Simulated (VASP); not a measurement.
# Si2Br (P6/mmm) in VASP: notebook

Si2Br is run at these levels: PBE; tasks: single point.

Program: VASP 6.6.1. These are calculated values, not measurements. Logs are shortened: lines on timing, memory, paths and dates and some standing lists are left out, and cuts for length are marked.

## 1. The cell of the first run

Symmetry: P6/mmm, No. 191, hexagonal system. The conventional cell has a = 4.779 Å, b = 4.779 Å, c = 3.038 Å, α = 90.00°, β = 90.00°, γ = 120.00°. Si (site symmetry -6m2) has 5 Si at 2.76 to 3.04 Å and 6 Br at 3.15 Å within 3.6 Å. Br (site symmetry 6/mmm) has 2 Br at 3.04 Å and 12 Si at 3.15 Å within 4.0 Å.

## 2. Single point, PBE

Input file INCAR:

```
SYSTEM = Si2Br
ALGO = Normal ; EDIFF = 1E-6
ENCUT = 520 ; GGA = PE
ISIF = 2 ; ISMEAR = 0
LASPH = .True. ; LCHARG = .False.
LREAL = .False. ; LWAVE = .False.
NBANDS = 14 ; NELM = 100
PREC = Accurate ; SIGMA = 0.1
```

Input file KPOINTS:

```
k-points
0
Gamma
  6 6 6
  0 0 0
```

Input file POSCAR:

```
Si2Br
1.0
    4.7791483591      0.0000000000      0.0000000000
   -2.3895741796      4.1388638875      0.0000000000
    0.0000000000      0.0000000000      3.0380594511
Si Br
2 1
Direct
    0.3333333333      0.6666666667      0.5000000000
    0.6666666667      0.3333333333      0.5000000000
    0.0000000000      0.0000000000      0.0000000000
```

Potentials or basis: VASP PAW PBE potentials, release 64 (Si, Br).

The run is started by

```console
$ cat potpaw_PBE.64/Si/POTCAR potpaw_PBE.64/Br/POTCAR > POTCAR
$ mpirun -np 1 vasp_std > vasp.out
```

OUTCAR:

```text
SYSTEM = Si2Br
   EDIFF = 1E-6
   ENCUT = 520
   GGA = PE
   ISIF = 2
   ISMEAR = 0
   LASPH = .True.
   LREAL = .False.
   NELM = 100
   PREC = Accurate

 ion  position               nearest neighbor table
   1  0.333  0.667  0.500-   2 2.76   2 2.76   2 2.76
   2  0.667  0.333  0.500-   1 2.76   1 2.76   1 2.76
   3  0.000  0.000  0.000-

  LATTYP: Found a hexagonal cell.
 ALAT       =     4.7791483591
 C/A-ratio  =     0.6356905505

  Lattice vectors:

 A1 = (   4.7791483591,   0.0000000000,   0.0000000000)
 A2 = (  -2.3895741796,   4.1388638875,   0.0000000000)
 A3 = (   0.0000000000,   0.0000000000,   3.0380594511)

Analysis of symmetry for initial positions (statically):
=====================================================================
 Subroutine PRICEL returns:
 Original cell was already a primitive cell.

 Routine SETGRP: Setting up the symmetry group for a
 hexagonal supercell.

 Subroutine GETGRP returns: Found 24 space group operations
 (whereof 24 operations were pure point group operations)
 out of a pool of 24 trial point group operations.

The static configuration has the point symmetry D_6h.

Analysis of symmetry for dynamics (positions and initial velocities):
=====================================================================
 Subroutine PRICEL returns:
 Original cell was already a primitive cell.

 Routine SETGRP: Setting up the symmetry group for a
 hexagonal supercell.

 Subroutine GETGRP returns: Found 24 space group operations
 (whereof 24 operations were pure point group operations)
 out of a pool of 24 trial point group operations.

The dynamic configuration has the point symmetry D_6h.

 Subroutine INISYM returns: Found 24 space group operations
 (whereof 24 operations are pure point group operations),
 and found     1 'primitive' translations

----------------------------------------------------------------------------------------

                                     Primitive cell

  volume of cell :      60.0936

  direct lattice vectors                    reciprocal lattice vectors
     4.779148359  0.000000000  0.000000000     0.209242301  0.120806099  0.000000000
    -2.389574180  4.138863888  0.000000000     0.000000000  0.241612198  0.000000000
     0.000000000  0.000000000  3.038059451     0.000000000  0.000000000  0.329157482

  length of vectors
     4.779148359  4.779148359  3.038059451     0.241612198  0.241612198  0.329157482

[... 94 lines left out ...]
   NUPDOWN=      -1.0000    fix difference up-down
   EMIN   =  10.00;   EMAX   =-10.00  energy-range for DOS
   EFERMI =   0.00;   METHOD = LEGACY
   ISMEAR =     0;   SIGMA  =   0.10  broadening in eV -4-tet -1-fermi 0-gaus
   EFERMI_NEDOS =   21; number of points for ismear=-14 and -15
   IALGO  =     38    algorithm
   IMIX   =      4    mixing-type and parameters
     AMIX     =   0.40;   BMIX     =  1.00
     AMIX_MAG =   1.60;   BMIX_MAG =  1.00
  volume/ion in A,a.u.               =      20.03       135.18
  Fermi-wavevector in a.u.,A,eV,Ry     =   1.030772  1.947877 14.456066  1.062491
  Thomas-Fermi vector in A             =   2.164887
   LORBIT       =      0    0 simple, 1 ext, 2 COOP (PROOUT), +10 PAW based schemes
   GGA     = PE    functional components
   LHFCALC =     F    Hartree Fock is set to
   AEXX    =    0.0000 exact exchange contribution
   IVDW    =     0    specifies the selected vdW correction
   LEPSILON=     F    determine dielectric tensor
   LRPA    =     F    only Hartree local field effects (RPA)
 non-spin polarized calculation
 Gauss-broadening in eV      SIGMA  =   0.10
  energy-cutoff  :      520.00
  volume of cell :       60.09
 maximum number of plane-waves:      1635
 NGX is ok and might be reduce to    36
   NGX = 17   NGY = 17   NGZ = 11

 number of electron      15.0000001 magnetization

 Free energy of the ion-electron system (eV)
  ---------------------------------------------------
  ext. energy  EPLUGINS =         0.00000000
  ---------------------------------------------------
  free energy    TOTEN  =       -10.40416102 eV

  energy without entropy =      -10.39085284  energy(sigma->0) =      -10.39750693

 E-fermi :   5.8929     XC(G=0): -10.1285

 val. band max:        5.8214098518   @ k =   0.3333   0.3333   0.3333
 cond. band min:       5.9113211665   @ k =   0.3333   0.1667   0.3333
 fundamental gap:      0.0899113146
 Fermi energy:         5.8928997621

 k-point     1 :       0.0000    0.0000    0.0000
  band No.  band energies     occupation
      1     -10.2867      2.00000
      2      -3.0443      2.00000
      3       1.1598      2.00000
      4       1.1598      2.00000
      5       1.4697      2.00000
      6       3.2817      2.00000
      7       3.2817      2.00000
      8       5.2371      2.00000
      9      10.7498      0.00000
     10      11.3502      0.00000
     11      11.4298      0.00000
     12      11.4298      0.00000
     13      13.5188      0.00000
     14      17.6174      0.00000
[... 377 lines left out ...]
      1      -8.9029      2.00000
      2      -1.9525      2.00000
      3       0.6074      2.00000
      4       0.8677      2.00000
      5       2.3110      2.00000
      6       2.6752      2.00000
      7       4.2712      2.00000
      8       4.4156      2.00000
      9       6.0744      0.01026
     10       8.0390      0.00000
     11      10.2215      0.00000
     12      11.1779      0.00000
     13      11.6053      0.00000
     14      13.1463      0.00000

 [... further k-points ...]

------------------------ aborting loop because EDIFF is reached ----------------------------------------

  FORCE on cell =-STRESS in cart. coord.  units (eV):
  Direction    XX          YY          ZZ          XY          YZ          ZX
  --------------------------------------------------------------------------------------
  -------------------------------------------------------------------------------------
  Total       -2.4310774     -2.4310774      1.8578398      0.0000000     -0.0000000      0.0000000
  in kB      -64.8158842    -64.8158842     49.5325770      0.0000000     -0.0000000      0.0000000
  external PRESSURE =     -26.6997304 kB  Pullay stress =       0.0000000 kB

 VOLUME and BASIS-vectors are now :
 -----------------------------------------------------------------------------
  energy-cutoff  :      520.00
  volume of cell :       60.09
      direct lattice vectors                 reciprocal lattice vectors
     4.779148359  0.000000000  0.000000000     0.209242301  0.120806099  0.000000000
    -2.389574180  4.138863888  0.000000000     0.000000000  0.241612198  0.000000000
     0.000000000  0.000000000  3.038059451     0.000000000  0.000000000  0.329157482

 POSITION                                       TOTAL-FORCE (eV/Angst)
 -----------------------------------------------------------------------------------
     -0.00000      2.75924      1.51903         0.000000     -0.000000      0.000000
      2.38957      1.37962      1.51903        -0.000000      0.000000      0.000000
      0.00000      0.00000      0.00000         0.000000     -0.000000      0.000000
 -----------------------------------------------------------------------------------
    total drift:                               -0.000000     -0.000000     -0.000000

  FREE ENERGIE OF THE ION-ELECTRON SYSTEM (eV)
  ---------------------------------------------------
  free  energy   TOTEN  =       -10.4041610198 eV

  energy  without entropy=      -10.3908528406  energy(sigma->0) =      -10.39750693
```

OSZICAR:

```text
N       E                     dE             d eps       ncg     rms          rms(c)
DAV:   1     0.351730613997E+02    0.35173E+02   -0.57184E+03   784   0.863E+02
DAV:   2    -0.809881315745E+01   -0.43272E+02   -0.39081E+02  1072   0.130E+02
DAV:   3    -0.104176629796E+02   -0.23188E+01   -0.22804E+01   988   0.276E+01
DAV:   4    -0.104338032929E+02   -0.16140E-01   -0.16134E-01   940   0.297E+00
DAV:   5    -0.104339548183E+02   -0.15153E-03   -0.15152E-03  1018   0.277E-01    0.747E+00
DAV:   6    -0.104122859171E+02    0.21669E-01   -0.20116E-02   976   0.804E-01    0.442E+00
DAV:   7    -0.104042446188E+02    0.80413E-02   -0.23214E-02   934   0.801E-01    0.257E-01
DAV:   8    -0.104041509514E+02    0.93667E-04   -0.12987E-03   958   0.223E-01    0.131E-01
DAV:   9    -0.104041599548E+02   -0.90034E-05   -0.13647E-04   970   0.717E-02    0.320E-02
DAV:  10    -0.104041611832E+02   -0.12284E-05   -0.76411E-06   964   0.184E-02    0.750E-03
DAV:  11    -0.104041610198E+02    0.16335E-06   -0.69275E-07   656   0.574E-03
   1 F= -.10404161E+02 E0= -.10397507E+02  d E =-.133082E-01
```

stdout:

```text
POSCAR found type information on POSCAR SiBr
 POSCAR found :  2 types and       3 ions
 scaLAPACK will be used
 LDA part: xc-table for (Slater+PW92), standard interpolation
 POSCAR, INCAR and KPOINTS ok, starting setup
 FFT: planning ... GRIDC
 FFT: planning ... GRID_SOFT
 FFT: planning ... GRID
 WAVECAR not read
 entering main loop
```

Run time: 7.2 s. Hardware: 1 thread of Intel Xeon 6975P-C (Granite Rapids), shared host; peak memory 0.18 GiB.

Results:

* Free energy: -10.4042 eV
* Pressure: -2.7 GPa
* Band gap on the k mesh: zero (an odd number of electrons rules out a gap without spin polarisation)

Caveat: an odd number of electrons without spin polarisation forces a metal; a magnetic or distorted state may lie lower.

## 3. Single point, PBE

This run uses another cell than the first one, of 22.78 Å³/atom.

Input file INCAR:

```
SYSTEM = Si2Br
PREC = Accurate
ENCUT = 520
EDIFF = 1E-6
ISMEAR = 0
SIGMA = 0.1
LREAL = .False.
LASPH = .True.
NELM = 80
ALGO = Normal
ISIF = 2
LWAVE = .False.
LCHARG = .False.
GGA = PE
NBANDS = 14
```

Input file KPOINTS:

```
regular mesh
0
Gamma
  12 12 16
  0 0 0
```

Input file POSCAR:

```
Si2Br
1.0
    3.9916121698      0.0000000000      0.0000000000
   -1.9958060849      3.4568375411      0.0000000000
    0.0000000000      0.0000000000      4.9536769525
Si Br
2 1
Direct
    0.3333333333      0.6666666667      0.5000000000
    0.6666666667      0.3333333333      0.5000000000
    0.0000000000      0.0000000000      0.0000000000
```

Potentials or basis: VASP PAW PBE potentials, release 64 (Si, Br).

The run is started by

```console
$ cat potpaw_PBE.64/Si/POTCAR potpaw_PBE.64/Br/POTCAR > POTCAR
$ mpirun -np 1 vasp_std > vasp.out
```

Wall time 51 s (1 thread of Intel Xeon 6975P-C (Granite Rapids), shared host); peak memory 0.28 GiB.

The run converged. Its results:

| Property | Result |
| --- | --- |
| Free energy | -11.5494 eV |
| Pressure | 0.0 GPa |
| Band gap on the k mesh | zero (an odd number of electrons rules out a gap without spin polarisation) |

Stress tensor (GPa, compression positive):
```
-0.07  0.00  0.00
 0.00 -0.07  0.00
 0.00  0.00  0.04
```

Levels at points of the mesh, in eV from the Fermi level:
| k point | band 5 | band 6 | band 7 | band 8 | band 9 | band 10 | band 11 | band 12 |
| --- | --- | --- | --- | --- | --- | --- | --- | --- |
| (0.00, 0.00, 0.00) | -2.16 | -2.06 | -2.06 | 0.36 | 0.98 | 2.92 | 2.92 | 3.76 |
| (0.50, 0.00, 0.00) | -3.45 | -3.14 | -1.35 | -1.19 | 0.25 | 2.06 | 5.86 | 6.33 |
| (0.00, 0.00, 0.50) | -2.01 | -2.01 | -1.95 | -1.95 | 0.50 | 2.04 | 2.04 | 5.06 |
| (0.50, 0.00, 0.50) | -3.30 | -2.78 | -2.48 | 0.43 | 1.49 | 1.75 | 7.28 | 7.54 |

Caveat: an odd number of electrons without spin polarisation forces a metal; a magnetic or distorted state may lie lower.

## 4. Single point, PBE

This run uses another cell than the first one, of 22.78 Å³/atom.

Input file INCAR:

```
SYSTEM = Si2Br
  ALGO = Normal
  EDIFF = 1E-6
  ENCUT = 520
  GGA = PE
  ISIF = 2
  ISMEAR = 0
  LASPH = .TRUE.
  LCHARG = .TRUE.
  LELF = .TRUE.
  LREAL = .FALSE.
  LVHAR = .TRUE.
  LWAVE = .FALSE.
  NBANDS = 14
  NELM = 100
  PREC = Accurate
  SIGMA = 0.1
```

Input file KPOINTS:

```
k-points
0
G
  12 12 10
  0 0 0
```

POSCAR is that of step 3.

The run is started by

```console
$ cat potpaw_PBE.64/Si/POTCAR potpaw_PBE.64/Br/POTCAR > POTCAR
$ mpirun -np 1 vasp_std > vasp.out
```

Wall time 42 s (1 thread of Intel Xeon 6975P-C (Granite Rapids), shared host); peak memory 0.24 GiB.

The run converged. Its results:

| Quantity | Value |
| --- | --- |
| Free energy | -11.5476 eV |
| Pressure | 0.0 GPa |
| Band gap on the k mesh | zero (an odd number of electrons rules out a gap without spin polarisation) |

Stress tensor (GPa, compression positive):
```
-0.07  0.00  0.00
 0.00 -0.07  0.00
 0.00  0.00  0.05
```

Levels at points of the mesh, in eV from the Fermi level:
```tsv
k point	band 4	band 5	band 6	band 7	band 8	band 9	band 10	band 11	band 12	band 13
(0.00, 0.00, 0.00)	-2.17	-2.17	-2.07	-2.07	0.35	0.97	2.92	2.92	3.75	5.68
(0.50, 0.00, 0.00)	-3.97	-3.46	-3.14	-1.36	-1.20	0.25	2.05	5.85	6.32	7.90
(0.00, 0.00, 0.50)	-2.30	-2.01	-2.01	-1.96	-1.96	0.50	2.04	2.04	5.06	6.57
(0.50, 0.00, 0.50)	-4.82	-3.31	-2.79	-2.49	0.43	1.49	1.74	7.28	7.53	7.87
```

Caveat: an odd number of electrons without spin polarisation forces a metal; a magnetic or distorted state may lie lower.

## 5. Overview

| cell | k mesh | gap on the mesh (eV) | pressure (GPa) |
| --- | --- | --- | --- |
| a = 4.779, b = 4.779, c = 3.038 Å, angles 90.0, 90.0, 120.0°, 3 atoms | 6 × 6 × 6 | none | -2.7 |
| a = 3.992, b = 3.992, c = 4.954 Å, angles 90.0, 90.0, 120.0°, 3 atoms | 12 × 12 × 16 | none | 0.0 |
| a = 3.992, b = 3.992, c = 4.954 Å, angles 90.0, 90.0, 120.0°, 3 atoms | 12 × 12 × 10 | none | 0.0 |

Alike in all rows: task single point; level PBE; potentials or basis VASP PAW PBE potentials, release 64 (Si, Br); no spin polarisation; cutoff (eV) 520; smearing gaussian 0.1 eV.

Caveats: an odd number of electrons without spin polarisation forces a metal; a magnetic or distorted state may lie lower.

Absolute energies hang on the potentials; compare differences alone.
